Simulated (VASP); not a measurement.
# Pd (Fm-3m) in VASP: notebook, part 2 of 2

VASP 6.6.1. Earlier steps stand in the parts before.

### 3 Single point, PBEsol+D3(BJ)

This run uses another cell than the first one, of 14.07 Å³/atom.

File INCAR:

```
PREC = Accurate ; ENCUT = 500
EDIFF = 1E-6 ; ISMEAR = 0
SIGMA = 0.1 ; LREAL = False
LASPH = True ; NELM = 120
ALGO = Normal ; ISIF = 2
LWAVE = False ; LCHARG = False
GGA = PS ; IVDW = 12
NBANDS = 11 ; GGA_COMPAT = False
```

File KPOINTS:

```
regular mesh
0
Gamma
  18 18 18
```

File POSCAR:

```
Pd
1.0
    0.0000000000      1.9159071057      1.9159071057
    1.9159071057      0.0000000000      1.9159071057
    1.9159071057      1.9159071057      0.0000000000
Pd
1
Direct
    0.0000000000      0.0000000000      0.0000000000
```

Potentials or basis: VASP PAW PBE potentials, release 64 (Pd).

The run is started by

```
$ cat potpaw_PBE.64/Pd/POTCAR > POTCAR
$ mpirun -np 1 vasp_std > vasp.out
```

OUTCAR:

```text
PREC = Accurate
   ENCUT = 500
   EDIFF = 1E-6
   ISMEAR = 0
   LREAL = False
   LASPH = True
   NELM = 120
   ISIF = 2
   GGA = PS
   IVDW = 12
 IVDW          = 12

 ion  position               nearest neighbor table
   1  0.000  0.000  0.000-

  LATTYP: Found a face centered cubic cell.
 ALAT       =     3.8318142114

  Lattice vectors:

 A1 = (   0.0000000000,   1.9159071057,   1.9159071057)
 A2 = (   1.9159071057,   0.0000000000,   1.9159071057)
 A3 = (   1.9159071057,   1.9159071057,   0.0000000000)

Analysis of symmetry for initial positions (statically):
=====================================================================
 Subroutine PRICEL returns:
 Original cell was already a primitive cell.

 Routine SETGRP: Setting up the symmetry group for a
 face centered cubic supercell.

 Subroutine GETGRP returns: Found 48 space group operations
 (whereof 48 operations were pure point group operations)
 out of a pool of 48 trial point group operations.

The static configuration has the point symmetry O_h .

Analysis of symmetry for dynamics (positions and initial velocities):
=====================================================================
 Subroutine PRICEL returns:
 Original cell was already a primitive cell.

 Routine SETGRP: Setting up the symmetry group for a
 face centered cubic supercell.

 Subroutine GETGRP returns: Found 48 space group operations
 (whereof 48 operations were pure point group operations)
 out of a pool of 48 trial point group operations.

The dynamic configuration has the point symmetry O_h .

 Subroutine INISYM returns: Found 48 space group operations
 (whereof 48 operations are pure point group operations),
 and found     1 'primitive' translations

----------------------------------------------------------------------------------------

                                     Primitive cell

[... 112 lines left out ...]
   LORBIT       =      0    0 simple, 1 ext, 2 COOP (PROOUT), +10 PAW based schemes
   GGA     = PS    functional components
   LHFCALC =     F    Hartree Fock is set to
   AEXX    =    0.0000 exact exchange contribution
   IVDW    =    12    specifies the selected vdW correction
   LEPSILON=     F    determine dielectric tensor
   LRPA    =     F    only Hartree local field effects (RPA)
 non-spin polarized calculation
 Gauss-broadening in eV      SIGMA  =   0.10
  energy-cutoff  :      500.00
  volume of cell :       14.07
 maximum number of plane-waves:       369
   NGX =  9   NGY =  9   NGZ =  9

 number of electron      10.0000005 magnetization

 Free energy of the ion-electron system (eV)
  ---------------------------------------------------
  ext. energy  EPLUGINS =         0.00000000
  ---------------------------------------------------
  free energy    TOTEN  =        -5.95929847 eV

  energy without entropy =       -5.94835403  energy(sigma->0) =       -5.95382625

 E-fermi :  10.4536     XC(G=0): -13.6777

 val. band max:       10.4534826602   @ k =  -0.4444   0.3889   0.1111
 cond. band min:      10.4546259357   @ k =  -0.3333   0.0556   0.0000
 fundamental gap:      0.0011432755
 Fermi energy:        10.4535885427

 k-point     1 :       0.0000    0.0000    0.0000
  band No.  band energies     occupation
      1       2.8290      2.00000
      2       7.3674      2.00000
      3       7.3674      2.00000
      4       7.3674      2.00000
      5       9.1321      2.00000
      6       9.1321      2.00000
      7      27.5834      0.00000
      8      32.6286      0.00000
      9      32.6286      0.00000
     10      32.6286      0.00000
     11      36.3723      0.00000
[... 309 lines left out ...]
 k-point    24 :      -0.2222    0.0556    0.0000
  band No.  band energies     occupation
      1       4.6035      2.00000
      2       7.1120      2.00000
      3       7.7172      2.00000
      4       7.7563      2.00000
      5       8.9913      2.00000
      6       9.5633      2.00000
      7      25.7050      0.00000
      8      28.7932      0.00000
      9      33.1515      0.00000
     10      35.3981      0.00000
     11      35.8923      0.00000

 [... further k-points ...]

------------------------ aborting loop because EDIFF is reached ----------------------------------------

 Edisp (eV)   -0.65245

 E8    (eV) :    -0.4356

  FORCE on cell =-STRESS in cart. coord.  units (eV):
  Direction    XX          YY          ZZ          XY          YZ          ZX
  --------------------------------------------------------------------------------------
  -------------------------------------------------------------------------------------
  Total      -0.02764    -0.02764    -0.02764     0.00000    -0.00000     0.00000
  in kB      -3.14826    -3.14826    -3.14826     0.00000    -0.00000     0.00000
  external pressure =       -3.15 kB  Pullay stress =        0.00 kB

 VOLUME and BASIS-vectors are now :
 -----------------------------------------------------------------------------
  energy-cutoff  :      500.00
  volume of cell :       14.07
      direct lattice vectors                 reciprocal lattice vectors
     0.000000000  1.915907106  1.915907106    -0.260972987  0.260972987  0.260972987
     1.915907106  0.000000000  1.915907106     0.260972987 -0.260972987  0.260972987
     1.915907106  1.915907106  0.000000000     0.260972987  0.260972987 -0.260972987

 POSITION                                       TOTAL-FORCE (eV/Angst)
 -----------------------------------------------------------------------------------
      0.00000      0.00000      0.00000        -0.000000      0.000000     -0.000000
 -----------------------------------------------------------------------------------
    total drift:                                0.000000     -0.000000      0.000000

  FREE ENERGIE OF THE ION-ELECTRON SYSTEM (eV)
  ---------------------------------------------------
  free  energy   TOTEN  =        -6.6117466324 eV

  energy  without entropy=       -6.6008021871  energy(sigma->0) =       -6.60627441
```

OSZICAR:

```text
N       E                     dE             d eps       ncg     rms          rms(c)
DAV:   1     0.408542886726E+02    0.40854E+02   -0.50366E+03  4346   0.826E+02
DAV:   2    -0.580195143463E+01   -0.46656E+02   -0.45078E+02  4805   0.182E+02
DAV:   3    -0.634994985370E+01   -0.54800E+00   -0.54661E+00  5211   0.211E+01
DAV:   4    -0.635198702578E+01   -0.20372E-02   -0.20370E-02  5237   0.135E+00
DAV:   5    -0.635200635410E+01   -0.19328E-04   -0.19328E-04  5594   0.120E-01    0.951E+00
DAV:   6    -0.597923491683E+01    0.37277E+00   -0.14303E+00  5322   0.985E+00    0.431E+00
DAV:   7    -0.596461080150E+01    0.14624E-01   -0.54332E-02  5776   0.151E+00    0.213E+00
DAV:   8    -0.595938086030E+01    0.52299E-02   -0.29449E-03  5356   0.548E-01    0.147E-01
DAV:   9    -0.595929307200E+01    0.87788E-04   -0.38250E-04  5524   0.168E-01    0.158E-02
DAV:  10    -0.595929916223E+01   -0.60902E-05   -0.45548E-06  5465   0.175E-02    0.131E-02
DAV:  11    -0.595929847288E+01    0.68936E-06   -0.61459E-08  3714   0.256E-03
   1 F= -.66117466E+01 E0= -.66062744E+01  d E =-.109444E-01
```

Run time: 38 s. Hardware: 1 thread of Intel Xeon 8259CL, shared host; peak memory 0.16 GiB.

What came out:

| Quantity | Value |
| --- | --- |
| Free energy | -6.6117 eV |
| Pressure | -0.3 GPa |
| Band gap on the k mesh | zero (bands 5 and 6 overlap by 1.72 eV) |
| Dispersion energy per atom | -0.652 eV |

Caveat: the PAW data sets were made with another functional, which shifts forces and pressure a little.
